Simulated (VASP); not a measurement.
# PbSe (Clausthalite) (Fm-3m) in VASP: notebook

The runs below take PbSe (Clausthalite) through single point, with PBE.

Program: VASP 6.6.1. These are calculated values, not measurements. Logs are shortened: lines on timing, memory, paths and dates and some standing lists are left out, and cuts for length are marked.

## 1. The cell of the first run

It takes space group Fm-3m (No. 225, cubic). Conventional cell: a = 5.996 Å, b = 5.996 Å, c = 5.996 Å, α = 90.00°, β = 90.00°, γ = 90.00°. Pb (site symmetry m-3m) has 6 Se at 3.00 Å within 3.9 Å. Se (site symmetry m-3m) has 6 Pb at 3.00 Å within 3.9 Å.

## 2. Single point, PBE, non-collinear spin, zero start, spin-orbit coupling

INCAR

```
SYSTEM = PbSe
PREC = Accurate ; ENCUT = 520
EDIFF = 1E-6 ; ISMEAR = -1
SIGMA = 0.05 ; LREAL = .False.
LASPH = .True. ; NELM = 150
ALGO = Normal ; ISIF = 2
LWAVE = .False. ; LCHARG = .False.
LNONCOLLINEAR = .True. ; MAGMOM = 0 0 0 0 0 0
LORBIT = 11 ; LSORBIT = .True.
GGA_COMPAT = .False. ; LORBMOM = .True.
GGA = PE ; NBANDS = 32
```

KPOINTS

```
regular mesh
0
Gamma
  8 8 8
  0 0 0
```

POSCAR

```
PbSe
1.0
    0.0000000000      2.9981702236      2.9981702236
    2.9981702236      0.0000000000      2.9981702236
    2.9981702236      2.9981702236      0.0000000000
Pb Se
1 1
Direct
    0.0000000000      0.0000000000      0.0000000000
    0.5000000000      0.5000000000      0.5000000000
```

Potentials or basis: VASP PAW PBE potentials, release 64 (Pb_d, Se).

Run with:

```bash
$ cat potpaw_PBE.64/Pb_d/POTCAR potpaw_PBE.64/Se/POTCAR > POTCAR
$ mpirun -np 1 vasp_ncl > vasp.out
```

OUTCAR:

```text
SYSTEM = PbSe
   PREC = Accurate
   ENCUT = 520
   EDIFF = 1E-6
   ISMEAR = -1
   LREAL = .False.
   LASPH = .True.
   NELM = 150
   ISIF = 2
   LNONCOLLINEAR = .True.
   LORBIT = 11
   LSORBIT = .True.
   GGA = PE

 ion  position               nearest neighbor table
   1  0.000  0.000  0.000-   2 3.00   2 3.00   2 3.00   2 3.00   2 3.00   2 3.00
   2  0.500  0.500  0.500-   1 3.00   1 3.00   1 3.00   1 3.00   1 3.00   1 3.00

  LATTYP: Found a face centered cubic cell.
 ALAT       =     5.9963404472

  Lattice vectors:

 A1 = (   0.0000000000,   2.9981702236,   2.9981702236)
 A2 = (   2.9981702236,   0.0000000000,   2.9981702236)
 A3 = (   2.9981702236,   2.9981702236,   0.0000000000)

Analysis of symmetry for initial positions (statically):
=====================================================================
 Subroutine PRICEL returns:
 Original cell was already a primitive cell.

 Routine SETGRP: Setting up the symmetry group for a
 face centered cubic supercell.

 Subroutine GETGRP returns: Found 48 space group operations
 (whereof 48 operations were pure point group operations)
 out of a pool of 48 trial point group operations.

The static configuration has the point symmetry O_h .

Analysis of symmetry for dynamics (positions and initial velocities):
=====================================================================
 Subroutine PRICEL returns:
 Original cell was already a primitive cell.

 Routine SETGRP: Setting up the symmetry group for a
 face centered cubic supercell.

 Subroutine GETGRP returns: Found 48 space group operations
 (whereof 48 operations were pure point group operations)
 out of a pool of 48 trial point group operations.

The dynamic configuration has the point symmetry O_h .

Analysis of structural, dynamic, and magnetic symmetry:
=====================================================================
 Subroutine PRICEL returns:
 Original cell was already a primitive cell.

 Routine SETGRP: Setting up the symmetry group for a
 face centered cubic supercell.

 Subroutine GETGRP returns: Found 48 space group operations
 (whereof 48 operations were pure point group operations)
 out of a pool of 48 trial point group operations.

The overall configuration has the point symmetry O_h .

 Subroutine INISYM returns: Found 48 space group operations
 (whereof 48 operations are pure point group operations),
 and found     1 'primitive' translations

----------------------------------------------------------------------------------------

                                     Primitive cell
[... 1014 lines left out ...]
    total drift:                                0.000000     -0.000000     -0.000000

  FREE ENERGIE OF THE ION-ELECTRON SYSTEM (eV)
  ---------------------------------------------------
  free  energy   TOTEN  =        -8.5172850864 eV

  energy  without entropy=       -8.5170120146  energy(sigma->0) =       -8.51714855

 orbital moment (x)

 # of ion     p       d       tot
 ----------------------------------------
  1         0.000   0.000   0.000
  2         0.000   0.000   0.000
 ----------------------------------------
            0.000   0.000   0.000

 orbital moment (y)

 # of ion     p       d       tot
 ----------------------------------------
  1         0.000   0.000   0.000
  2         0.000   0.000   0.000
 ----------------------------------------
            0.000   0.000   0.000

 orbital moment (z)

 # of ion     p       d       tot
 ----------------------------------------
  1         0.000  -0.000  -0.000
  2         0.000  -0.000  -0.000
 ----------------------------------------
            0.000  -0.000  -0.000

 Spin-Orbit-Coupling matrix elements

 Ion:    1  E_soc:     -0.8591772
 l=   1
     0.0000000    -0.0760265    -0.0760265
    -0.0760265     0.0000000    -0.0760265
    -0.0760265    -0.0760265     0.0000000
 l=   2
     0.0000000    -0.0134985     0.0000000    -0.0134985    -0.0536712
    -0.0134985     0.0000000    -0.0402534    -0.0134985    -0.0134178
     0.0000000    -0.0402534     0.0000000    -0.0402534     0.0000000
    -0.0134985    -0.0134985    -0.0402534     0.0000000    -0.0134178
    -0.0536712    -0.0134178     0.0000000    -0.0134178     0.0000000
 l=   3
     0.0000000     0.0000000     0.0000000     0.0000000     0.0000000     0.0000000     0.0000000
     0.0000000     0.0000000     0.0000000     0.0000000     0.0000000     0.0000000     0.0000000
     0.0000000     0.0000000     0.0000000     0.0000000     0.0000000     0.0000000     0.0000000
     0.0000000     0.0000000     0.0000000     0.0000000     0.0000000     0.0000000     0.0000000
     0.0000000     0.0000000     0.0000000     0.0000000     0.0000000     0.0000000     0.0000000
     0.0000000     0.0000000     0.0000000     0.0000000     0.0000000     0.0000000     0.0000000
     0.0000000     0.0000000     0.0000000     0.0000000     0.0000000     0.0000000     0.0000000

 Ion:    2  E_soc:     -0.0482973
 l=   1
     0.0000000    -0.0080707    -0.0080707
    -0.0080707     0.0000000    -0.0080707
    -0.0080707    -0.0080707     0.0000000
 l=   2
     0.0000000    -0.0000028     0.0000000    -0.0000028     0.0000240
    -0.0000028     0.0000000     0.0000180    -0.0000028     0.0000060
     0.0000000     0.0000180     0.0000000     0.0000180     0.0000000
    -0.0000028    -0.0000028     0.0000180     0.0000000     0.0000060
     0.0000240     0.0000060     0.0000000     0.0000060     0.0000000
 l=   3
     0.0000000     0.0000000     0.0000000     0.0000000     0.0000000     0.0000000     0.0000000
     0.0000000     0.0000000     0.0000000     0.0000000     0.0000000     0.0000000     0.0000000
     0.0000000     0.0000000     0.0000000     0.0000000     0.0000000     0.0000000     0.0000000
     0.0000000     0.0000000     0.0000000     0.0000000     0.0000000     0.0000000     0.0000000
     0.0000000     0.0000000     0.0000000     0.0000000     0.0000000     0.0000000     0.0000000
     0.0000000     0.0000000     0.0000000     0.0000000     0.0000000     0.0000000     0.0000000
     0.0000000     0.0000000     0.0000000     0.0000000     0.0000000     0.0000000     0.0000000

 total charge

# of ion       s       p       d       tot
------------------------------------------
    1        1.462   0.601   9.847  11.910
    2        1.474   2.337   0.023   3.834
--------------------------------------------------
tot          2.936   2.938   9.871  15.745

 magnetization (x)

# of ion       s       p       d       tot
------------------------------------------
    1        0.000  -0.000   0.000  -0.000
    2       -0.000   0.000  -0.000   0.000
--------------------------------------------------
tot         -0.000  -0.000  -0.000  -0.000

 magnetization (y)

# of ion       s       p       d       tot
------------------------------------------
    1        0.000   0.000   0.000   0.000
    2        0.000  -0.000   0.000   0.000
--------------------------------------------------
tot          0.000   0.000   0.000   0.000

 magnetization (z)

# of ion       s       p       d       tot
------------------------------------------
    1        0.000  -0.000   0.000   0.000
    2       -0.000   0.000   0.000  -0.000
--------------------------------------------------
tot          0.000  -0.000   0.000   0.000
```

OSZICAR:

```text
N       E                     dE             d eps       ncg     rms          rms(c)
DAV:   1     0.211703034718E+03    0.21170E+03   -0.90848E+03  1856   0.132E+03
DAV:   2     0.134612535380E+02   -0.19824E+03   -0.18892E+03  1936   0.379E+02
DAV:   3    -0.779211242385E+01   -0.21253E+02   -0.20743E+02  2376   0.141E+02
DAV:   4    -0.868602345496E+01   -0.89391E+00   -0.89260E+00  2216   0.298E+01
DAV:   5    -0.872396712207E+01   -0.37944E-01   -0.37941E-01  2816   0.639E+00    0.287E+00
DAV:   6    -0.851523022256E+01    0.20874E+00   -0.41024E-01  2664   0.596E+00    0.167E+00
DAV:   7    -0.851484029549E+01    0.38993E-03   -0.11979E-01  2536   0.181E+00    0.947E-01
DAV:   8    -0.851691484431E+01   -0.20745E-02   -0.87723E-03  2384   0.113E+00    0.460E-01
DAV:   9    -0.851743570747E+01   -0.52086E-03   -0.92907E-04  2424   0.281E-01    0.153E-01
DAV:  10    -0.851723269448E+01    0.20301E-03   -0.10142E-03  2608   0.394E-01    0.340E-02
DAV:  11    -0.851728038882E+01   -0.47694E-04   -0.16578E-04  2200   0.937E-02    0.927E-03
DAV:  12    -0.851728521645E+01   -0.48276E-05   -0.17366E-05  2488   0.469E-02    0.588E-03
DAV:  13    -0.851728508637E+01    0.13008E-06   -0.56037E-07  1720   0.741E-03
   1 F= -.85172851E+01 E0= -.85171486E+01  d E =-.273072E-03  mag=     0.0000    -0.0000     0.0000
```

stdout:

```text
POSCAR found type information on POSCAR PbSe
 POSCAR found :  2 types and       2 ions
 scaLAPACK will be used
 LDA part: xc-table for (Slater+PW92), standard interpolation
 POSCAR, INCAR and KPOINTS ok, starting setup
 FFT: planning ... GRIDC
 FFT: planning ... GRID_SOFT
 FFT: planning ... GRID
 WAVECAR not read
 entering main loop
```

Run time: 88 s. Hardware: 1 thread of Intel Xeon 6975P-C (Granite Rapids), shared host; peak memory 0.33 GiB.

Results:

- Free energy: -8.5173 eV
- Pressure: 6.0 GPa
- Net moment: 0.00 μB per cell
- Valence electrons inside the program's atomic spheres: Pb 11.91; Se 3.83

Moments on the atoms (μB; x, y, z):
```
Pb  0.00 0.00 0.00
Se  0.00 0.00 0.00
```

## 3. Single point, PBE, non-collinear spin, zero start, spin-orbit coupling

This run uses another cell than the first one, of 27.52 Å³/atom, 1.021 times its volume.

INCAR

```
  PREC = Accurate
  ENCUT = 520
  EDIFF = 1E-7
  ISMEAR = -1
  SIGMA = 0.05
  LREAL = F
  LASPH = T
  NELM = 150
  ALGO = Normal
  ISIF = 2
  LWAVE = F
  LCHARG = T
  MAGMOM = 0 0 0 0 0 0
  LORBIT = 11
  LSORBIT = T
  GGA_COMPAT = F
  LORBMOM = T
  GGA = PE
  LVHAR = T
  NBANDS = 32
```

KPOINTS

```
regular mesh
0
Gamma
  8 8 8
```

POSCAR

```
PbSe
1.0
    0.0000000000      3.0192847941      3.0192847941
    3.0192847941      0.0000000000      3.0192847941
    3.0192847941      3.0192847941      0.0000000000
Pb Se
1 1
Direct
    0.0000000000      0.0000000000      0.0000000000
    0.5000000000      0.5000000000      0.5000000000
```

Potentials or basis: VASP PAW PBE potentials, release 64 (Pb_d, Se).

Run with:

```bash
$ cat potpaw_PBE.64/Pb_d/POTCAR potpaw_PBE.64/Se/POTCAR > POTCAR
$ mpirun -np 1 vasp_ncl > vasp.out
```

It took 84 s on 1 thread of Intel Xeon 6975P-C (Granite Rapids), shared host; peak memory 0.32 GiB.

Results (log left out):

| Property | Result |
| --- | --- |
| Free energy | -8.5552 eV |
| Pressure | 4.5 GPa |
| Net moment | 0.00 μB per cell |
| Valence electrons inside the program's atomic spheres | Pb 11.89; Se 3.83 |

Moments on the atoms (μB; x, y, z):
```
Pb  0.00 0.00 0.00
Se  0.00 0.00 0.00
```

## 4. Single point, PBE, non-collinear spin, zero start, spin-orbit coupling

This run uses another cell than the first one, of 28.10 Å³/atom, 1.043 times its volume.

INCAR

```
SYSTEM = PbSe
ALGO = Normal
EDIFF = 1E-6
ENCUT = 520
GGA = PE
GGA_COMPAT = .False.
ISIF = 2
ISMEAR = -1
LASPH = .True.
LCHARG = .False.
LORBIT = 11
LORBMOM = .True.
LREAL = .False.
LSORBIT = .True.
LWAVE = .False.
MAGMOM = 0 0 0 0 0 0
NBANDS = 32
NELM = 150
PREC = Accurate
SIGMA = 0.05
```

KPOINTS

```
k-points
0
Gamma
  8 8 8
  0 0 0
```

POSCAR

```
PbSe
1.0
    0.0000000000      3.0401081059      3.0401081059
    3.0401081059      0.0000000000      3.0401081059
    3.0401081059      3.0401081059      0.0000000000
Pb Se
1 1
Direct
    0.0000000000      0.0000000000      0.0000000000
    0.5000000000      0.5000000000      0.5000000000
```

Potentials or basis: VASP PAW PBE potentials, release 64 (Pb_d, Se).

Run with:

```bash
$ cat potpaw_PBE.64/Pb_d/POTCAR potpaw_PBE.64/Se/POTCAR > POTCAR
$ mpirun -np 1 vasp_ncl > vasp.out
```

OUTCAR:

```text
SYSTEM = PbSe
   EDIFF = 1E-6
   ENCUT = 520
   GGA = PE
   ISIF = 2
   ISMEAR = -1
   LASPH = .True.
   LORBIT = 11
   LREAL = .False.
   LSORBIT = .True.
   NELM = 150
   PREC = Accurate

 ion  position               nearest neighbor table
   1  0.000  0.000  0.000-   2 3.04   2 3.04   2 3.04   2 3.04   2 3.04   2 3.04
   2  0.500  0.500  0.500-   1 3.04   1 3.04   1 3.04   1 3.04   1 3.04   1 3.04

  LATTYP: Found a face centered cubic cell.
 ALAT       =     6.0802162118

  Lattice vectors:

 A1 = (   0.0000000000,   3.0401081059,   3.0401081059)
 A2 = (   3.0401081059,   0.0000000000,   3.0401081059)
 A3 = (   3.0401081059,   3.0401081059,   0.0000000000)

Analysis of symmetry for initial positions (statically):
=====================================================================
 Subroutine PRICEL returns:
 Original cell was already a primitive cell.

 Routine SETGRP: Setting up the symmetry group for a
 face centered cubic supercell.

 Subroutine GETGRP returns: Found 48 space group operations
 (whereof 48 operations were pure point group operations)
 out of a pool of 48 trial point group operations.
[... 1105 lines left out ...]
     0.0000000     0.0000000     0.0000000     0.0000000     0.0000000     0.0000000     0.0000000
     0.0000000     0.0000000     0.0000000     0.0000000     0.0000000     0.0000000     0.0000000
     0.0000000     0.0000000     0.0000000     0.0000000     0.0000000     0.0000000     0.0000000
     0.0000000     0.0000000     0.0000000     0.0000000     0.0000000     0.0000000     0.0000000
     0.0000000     0.0000000     0.0000000     0.0000000     0.0000000     0.0000000     0.0000000

 Ion:    2  E_soc:     -0.0486866
 l=   1
     0.0000000    -0.0081326    -0.0081326
    -0.0081326     0.0000000    -0.0081326
    -0.0081326    -0.0081326     0.0000000
 l=   2
     0.0000000    -0.0000024     0.0000000    -0.0000024     0.0000205
    -0.0000024     0.0000000     0.0000154    -0.0000024     0.0000051
     0.0000000     0.0000154     0.0000000     0.0000154     0.0000000
    -0.0000024    -0.0000024     0.0000154     0.0000000     0.0000051
     0.0000205     0.0000051     0.0000000     0.0000051     0.0000000
 l=   3
     0.0000000     0.0000000     0.0000000     0.0000000     0.0000000     0.0000000     0.0000000
     0.0000000     0.0000000     0.0000000     0.0000000     0.0000000     0.0000000     0.0000000
     0.0000000     0.0000000     0.0000000     0.0000000     0.0000000     0.0000000     0.0000000
     0.0000000     0.0000000     0.0000000     0.0000000     0.0000000     0.0000000     0.0000000
     0.0000000     0.0000000     0.0000000     0.0000000     0.0000000     0.0000000     0.0000000
     0.0000000     0.0000000     0.0000000     0.0000000     0.0000000     0.0000000     0.0000000
     0.0000000     0.0000000     0.0000000     0.0000000     0.0000000     0.0000000     0.0000000

 total charge

# of ion       s       p       d       tot
------------------------------------------
    1        1.464   0.574   9.844  11.882
    2        1.472   2.325   0.020   3.817
--------------------------------------------------
tot          2.936   2.899   9.863  15.699

 magnetization (x)

# of ion       s       p       d       tot
------------------------------------------
    1        0.000   0.000   0.000   0.000
    2       -0.000   0.000  -0.000  -0.000
--------------------------------------------------
tot          0.000   0.000  -0.000   0.000

 magnetization (y)

# of ion       s       p       d       tot
------------------------------------------
    1        0.000  -0.000   0.000   0.000
    2       -0.000   0.000   0.000   0.000
--------------------------------------------------
tot          0.000  -0.000   0.000   0.000

 magnetization (z)

# of ion       s       p       d       tot
------------------------------------------
    1        0.000   0.000  -0.000   0.000
    2        0.000   0.000  -0.000   0.000
--------------------------------------------------
tot          0.000   0.000  -0.000   0.000
```

It took 82 s on 1 thread of Intel Xeon 6975P-C (Granite Rapids), shared host; peak memory 0.32 GiB.

What came out:

* Free energy: -8.5834 eV
* Pressure: 3.3 GPa
* Net moment: 0.00 μB per cell
* Valence electrons inside the program's atomic spheres: Pb 11.88; Se 3.82

Moments on the atoms (μB; x, y, z):
```
Pb  0.00 0.00 0.00
Se  0.00 0.00 0.00
```

## 5. Overview

| cell | pressure (GPa) | moment (μB) |
| --- | --- | --- |
| a = 4.240 Å, angles 60.0°, 2 atoms | 6.0 | 0.00 |
| a = 4.270 Å, angles 60.0°, 2 atoms | 4.5 | 0.00 |
| a = 4.299 Å, angles 60.0°, 2 atoms | 3.3 | 0.00 |

Alike in all rows: task single point; level PBE; potentials or basis VASP PAW PBE potentials, release 64 (Pb_d, Se); spin non-collinear, zero start, SOC; k mesh 8 × 8 × 8; cutoff (eV) 520; smearing fermi-dirac 0.05 eV.

Total energies depend on the potentials used, so only differences within one code and one set of settings carry meaning.
